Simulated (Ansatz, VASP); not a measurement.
## One calculation of NaF, two programs

```
CELL_PARAMETERS angstrom
0.00000 2.32330 2.32330
2.32330 0.00000 2.32330
2.32330 2.32330 0.00000
ATOMIC_POSITIONS crystal
Na 0.00000 0.00000 0.00000
F 0.50000 0.50000 0.50000
```

Alike in both runs: task electric field gradients; functional LDA; k mesh 10 × 10 × 10; occupations fermi-dirac, width 0.02 eV; no spin polarisation.

|  | VASP | Ansatz |
| --- | --- | --- |
| version | VASP 6.6.1 | Ansatz 0.2.0 |
| potentials or method | VASP PAW LDA potentials, release 64 (Na_pv, F) | PAW with Ansatz's default frozen-core files, scalar-relativistic |
| plane-wave cutoff (eV) | 520 | 420 |
| valence electrons in the cell | 14 | 16 |

Ansatz gave:

| Quantity | Value |
| --- | --- |
| gap on the k mesh at the Fermi level (eV) | 5.93 |
| pressure (GPa) | -4.6 |

Task: Estimate VASP's values.

Result: gap on the k mesh at the Fermi level (eV): 5.91; pressure (GPa): -4.7.

LDA's correlation is that of Perdew and Zunger in VASP and of Perdew and Wang (1992) in Ansatz. VASP's potentials hold 14 valence electrons a cell and Ansatz's 16, so a difference there can come from the potentials and not from the codes.
